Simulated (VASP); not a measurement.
# Al (Pm-3m) in VASP: a series of runs

Al is run at these levels: revPBE; tasks: single point, relaxation of cell and atoms.

Everything below comes from runs of VASP 6.6.1. Logs are shortened: lines on timing, memory, paths and dates and some standing lists are left out, and cuts for length are marked.

### Step 1. The cell of the first run

Symmetry: Pm-3m, No. 221, cubic system. The conventional cell has a = 2.771 Å, b = 2.771 Å, c = 2.771 Å, α = 90.00°, β = 90.00°, γ = 90.00°. Al (site symmetry m-3m) has 6 Al at 2.77 Å within 3.7 Å.

### Step 2. Single point, revPBE (volume scaled by 1.04)

INCAR reads:

```
PREC = Accurate
ENCUT = 520
EDIFF = 1E-6
ISMEAR = -1
SIGMA = 0.1
LREAL = False
LASPH = True
NELM = 60
ALGO = Normal
ISIF = 2
LWAVE = False
LCHARG = True
GGA = RE
LELF = True
LVHAR = True
NBANDS = 8
```

KPOINTS reads:

```
Automatic mesh
0
Gamma
  13 13 13
```

POSCAR reads:

```
Al
1.0
    2.7712798726      0.0000000000      0.0000000000
    0.0000000000      2.7712798726      0.0000000000
    0.0000000000      0.0000000000      2.7712798726
Al
1
Direct
    0.0000000000      0.0000000000      0.0000000000
```

Potentials or basis: VASP PAW PBE potentials, release 64 (Al).

The run is started by

```sh
cat potpaw_PBE.64/Al/POTCAR > POTCAR
mpirun -np 1 vasp_std > vasp.out
```

OUTCAR:

```text
PREC = Accurate
   ENCUT = 520
   EDIFF = 1E-6
   ISMEAR = -1
   LREAL = False
   LASPH = True
   NELM = 60
   ISIF = 2
   GGA = RE

 ion  position               nearest neighbor table
   1  0.000  0.000  0.000-

  LATTYP: Found a simple cubic cell.
 ALAT       =     2.7712798726

  Lattice vectors:

 A1 = (   2.7712798726,   0.0000000000,   0.0000000000)
 A2 = (   0.0000000000,   2.7712798726,   0.0000000000)
 A3 = (   0.0000000000,   0.0000000000,   2.7712798726)

Analysis of symmetry for initial positions (statically):
=====================================================================
 Subroutine PRICEL returns:
 Original cell was already a primitive cell.

 Routine SETGRP: Setting up the symmetry group for a
 simple cubic supercell.

 Subroutine GETGRP returns: Found 48 space group operations
 (whereof 48 operations were pure point group operations)
 out of a pool of 48 trial point group operations.

The static configuration has the point symmetry O_h .

Analysis of symmetry for dynamics (positions and initial velocities):
=====================================================================
 Subroutine PRICEL returns:
 Original cell was already a primitive cell.

 Routine SETGRP: Setting up the symmetry group for a
 simple cubic supercell.

 Subroutine GETGRP returns: Found 48 space group operations
 (whereof 48 operations were pure point group operations)
 out of a pool of 48 trial point group operations.

The dynamic configuration has the point symmetry O_h .

 Subroutine INISYM returns: Found 48 space group operations
 (whereof 48 operations are pure point group operations),
 and found     1 'primitive' translations

----------------------------------------------------------------------------------------

                                     Primitive cell

  volume of cell :      21.2834

  direct lattice vectors                    reciprocal lattice vectors
     2.771279873  0.000000000  0.000000000     0.360844103  0.000000000  0.000000000
     0.000000000  2.771279873  0.000000000     0.000000000  0.360844103  0.000000000
     0.000000000  0.000000000  2.771279873     0.000000000  0.000000000  0.360844103

  length of vectors
     2.771279873  2.771279873  2.771279873     0.360844103  0.360844103  0.360844103

  position of ions in fractional coordinates (direct lattice)
     0.000000000  0.000000000  0.000000000

  ion indices of the primitive-cell ions
   primitive index   ion index
                 1           1

----------------------------------------------------------------------------------------

 KPOINTS: Automatic mesh

Automatic generation of k-mesh.
 Grid dimensions read from file:
 generate k-points for:   13   13   13

 Generating k-lattice:

  Cartesian coordinates                     Fractional coordinates (reciprocal lattice)
     0.027757239  0.000000000  0.000000000     0.076923077  0.000000000  0.000000000
     0.000000000  0.027757239  0.000000000     0.000000000  0.076923077  0.000000000
     0.000000000  0.000000000  0.027757239     0.000000000  0.000000000  0.076923077

  Length of vectors
     0.027757239  0.027757239  0.027757239

  Shift w.r.t. Gamma in fractional coordinates (k-lattice)
     0.000000000  0.000000000  0.000000000

 Subroutine IBZKPT returns following result:
 ===========================================

 Found     84 irreducible k-points:

 Following reciprocal coordinates:
            Coordinates               Weight
  0.000000  0.000000  0.000000      1.000000
  0.076923  0.000000  0.000000      6.000000
  0.153846  0.000000  0.000000      6.000000
  0.230769  0.000000  0.000000      6.000000
  0.307692  0.000000  0.000000      6.000000
  0.384615  0.000000  0.000000      6.000000
[... 16 lines left out ...]
  0.307692  0.307692  0.000000     12.000000
  0.384615  0.307692  0.000000     24.000000
 [... further k-points ...]
   k-points           NKPTS =     84   k-points in BZ     NKDIM =     84   number of bands    NBANDS=      8
   number of dos      NEDOS =    301   number of ions     NIONS =      1
   total plane-waves  NPLWV =  13824
   dimension x,y,z NGX =    24 NGY =   24 NGZ =   24
   dimension x,y,z NGXF=    48 NGYF=   48 NGZF=   48
   ions per type =               1
   NGX,Y,Z   is equivalent  to a cutoff of  14.40, 14.40, 14.40 a.u.
   NGXF,Y,Z  is equivalent  to a cutoff of  28.79, 28.79, 28.79 a.u.
 SYSTEM =  unknown system
   PREC   = accura    normal or accurate (medium, high low for compatibility)
   ISTART =      0    job   : 0-new  1-cont  2-samecut
   ICHARG =      2    charge: 1-file 2-atom 10-const
   ISPIN  =      1    spin polarized calculation?
   LNONCOLLINEAR =      F non collinear calculations
   LSORBIT =      F    spin-orbit coupling
   LASPH  =      T    aspherical Exc in radial PAW
   ENCUT  =  520.0 eV  38.22 Ry    6.18 a.u.   5.15  5.15  5.15*2*pi/ulx,y,z
   NELM   =     60;   NELMIN=  2; NELMDL= -5     # of ELM steps
   EDIFF  = 0.1E-05   stopping-criterion for ELM
   LREAL  =      F    real-space projection
   EDIFFG = 0.1E-04   stopping-criterion for IOM
   NSW    =      0    number of steps for IOM
   IBRION =     -1    ionic relax: 0-MD 1-quasi-New 2-CG
   NFREE  =      0    steps in history (QN), initial steepest desc. (CG)
   ISIF   =      2    stress and relaxation
   ISYM   =      2    0-nonsym 1-usesym 2-fastsym
   POTIM  = 0.5000    time-step for ionic-motion
   TEBEG  =    0.0;   TEEND  =   0.0 temperature during run
   PSTRESS=    0.0 pullay stress
   NELECT =       3.0000    total number of electrons
   NUPDOWN=      -1.0000    fix difference up-down
   EMIN   =  10.00;   EMAX   =-10.00  energy-range for DOS
   EFERMI =   0.00;   METHOD = LEGACY
   ISMEAR =    -1;   SIGMA  =   0.10  broadening in eV -4-tet -1-fermi 0-gaus
   EFERMI_NEDOS =   21; number of points for ismear=-14 and -15
   IALGO  =     38    algorithm
   IMIX   =      4    mixing-type and parameters
     AMIX     =   0.40;   BMIX     =  1.00
     AMIX_MAG =   1.60;   BMIX_MAG =  1.00
  volume/ion in A,a.u.               =      21.28       143.63
  Fermi-wavevector in a.u.,A,eV,Ry     =   0.851991  1.610029  9.876308  0.725888
  Thomas-Fermi vector in A             =   1.968210
   LORBIT       =      0    0 simple, 1 ext, 2 COOP (PROOUT), +10 PAW based schemes
   GGA     = RE    functional components
   LHFCALC =     F    Hartree Fock is set to
   AEXX    =    0.0000 exact exchange contribution
   IVDW    =     0    specifies the selected vdW correction
   LEPSILON=     F    determine dielectric tensor
   LRPA    =     F    only Hartree local field effects (RPA)
 non-spin polarized calculation
  energy-cutoff  :      520.00
  volume of cell :       21.28
 maximum number of plane-waves:       587
 NGX is ok and might be reduce to    24
   NGX = 11   NGY = 11   NGZ = 11

 number of electron       3.0000000 magnetization

 Free energy of the ion-electron system (eV)
  ---------------------------------------------------
  ext. energy  EPLUGINS =         0.00000000
  ---------------------------------------------------
  free energy    TOTEN  =        -3.18045074 eV

  energy without entropy =       -3.16059992  energy(sigma->0) =       -3.17052533

 E-fermi :   5.2502     XC(G=0):  -9.2006

 val. band max:        5.2051442410   @ k =   0.3846   0.3846   0.0000
 cond. band min:       5.3055435598   @ k =   0.3846   0.3846   0.0769
 fundamental gap:      0.1003993188
 Fermi energy:         5.2501684589

 k-point     1 :       0.0000    0.0000    0.0000
  band No.  band energies     occupation
      1      -3.9828      2.00000
      2      13.0849      0.00000
      3      13.0849      0.00000
      4      14.0196      0.00000
      5      14.0196      0.00000
      6      14.0196      0.00000
      7      20.0329      0.00000
      8      28.4626      0.00000

 k-point     2 :       0.0769    0.0000    0.0000
  band No.  band energies     occupation
      1      -3.8703      2.00000
      2      11.2751      0.00000
      3      13.1794      0.00000
      4      14.1148      0.00000
      5      14.1148      0.00000
      6      15.5996      0.00000
      7      20.5158      0.00000
      8      27.5467      0.00000

 k-point     3 :       0.1538    0.0000    0.0000
  band No.  band energies     occupation
      1      -3.5335      2.00000
      2       9.0701      0.00000
      3      13.4578      0.00000
      4      14.4000      0.00000
      5      14.4000      0.00000
      6      17.0714      0.00000
      7      21.9775      0.00000
      8      25.7566      0.00000

 k-point     4 :       0.2308    0.0000    0.0000
  band No.  band energies     occupation
      1      -2.9755      2.00000
      2       6.9518      0.00000
      3      13.9017      0.00000
      4      14.8729      0.00000
      5      14.8729      0.00000
      6      18.1546      0.00000
      7      23.8693      0.00000
      8      23.8693      0.00000

 k-point     5 :       0.3077    0.0000    0.0000
  band No.  band energies     occupation
      1      -2.2022      2.00000
      2       4.9837      1.86987
      3      14.4682      0.00000
      4      15.5266      0.00000
      5      15.5266      0.00000
      6      19.1299      0.00000
      7      22.0966      0.00000
      8      22.0966      0.00000
[... 177 lines left out ...]
 k-point    22 :       0.4615    0.2308    0.0000
  band No.  band energies     occupation
      1       0.8489      2.00000
      2       2.6556      2.00000
      3      10.4368      0.00000
      4      12.8729      0.00000
      5      17.9618      0.00000
      6      20.0704      0.00000
      7      20.1253      0.00000
      8      22.5461      0.00000

 k-point    23 :       0.3077    0.3077    0.0000
  band No.  band energies     occupation
      1      -0.4363      2.00000
      2       6.0362      0.00077
      3       7.3941      0.00000
      4      13.7730      0.00000
      5      17.0003      0.00000
      6      19.2574      0.00000
      7      22.9028      0.00000
      8      24.0366      0.00000

 k-point    24 :       0.3846    0.3077    0.0000
  band No.  band energies     occupation
      1       0.5297      2.00000
      2       4.7839      1.98130
      3       7.7609      0.00000
      4      12.1568      0.00000
      5      17.7868      0.00000
      6      20.1210      0.00000
      7      21.8020      0.00000
      8      24.1941      0.00000

 [... further k-points ...]

------------------------ aborting loop because EDIFF is reached ----------------------------------------

  FORCE on cell =-STRESS in cart. coord.  units (eV):
  Direction    XX          YY          ZZ          XY          YZ          ZX
  --------------------------------------------------------------------------------------
  -------------------------------------------------------------------------------------
  Total       -0.2777240     -0.2777240     -0.2777240     -0.0000000     -0.0000000      0.0000000
  in kB      -20.9065686    -20.9065686    -20.9065686     -0.0000000     -0.0000000      0.0000000
  external PRESSURE =     -20.9065686 kB  Pullay stress =       0.0000000 kB

 VOLUME and BASIS-vectors are now :
 -----------------------------------------------------------------------------
  energy-cutoff  :      520.00
  volume of cell :       21.28
      direct lattice vectors                 reciprocal lattice vectors
     2.771279873  0.000000000  0.000000000     0.360844103  0.000000000  0.000000000
     0.000000000  2.771279873  0.000000000     0.000000000  0.360844103  0.000000000
     0.000000000  0.000000000  2.771279873     0.000000000  0.000000000  0.360844103

 POSITION                                       TOTAL-FORCE (eV/Angst)
 -----------------------------------------------------------------------------------
      0.00000      0.00000      0.00000         0.000000      0.000000      0.000000
 -----------------------------------------------------------------------------------
    total drift:                               -0.000000      0.000000      0.000000

  FREE ENERGIE OF THE ION-ELECTRON SYSTEM (eV)
  ---------------------------------------------------
  free  energy   TOTEN  =        -3.1804507410 eV

  energy  without entropy=       -3.1605999184  energy(sigma->0) =       -3.17052533
```

Wall time 12 s (1 thread of Intel Xeon 8259CL, shared host); peak memory 0.13 GiB.

Results:

| Item | Value |
| --- | --- |
| Free energy | -3.1805 eV |
| Pressure | -2.1 GPa |

Levels at points of the mesh, in eV from the Fermi level:
```tsv
k point	band 1	band 2	band 3	band 4	band 5	band 6
(0.00, 0.00, 0.00)	-9.23	7.83	7.83	8.77	8.77	8.77
```

Caveat: the PAW data sets were made with another functional, which shifts forces and pressure a little.

(Continued in part 2 of 2.)
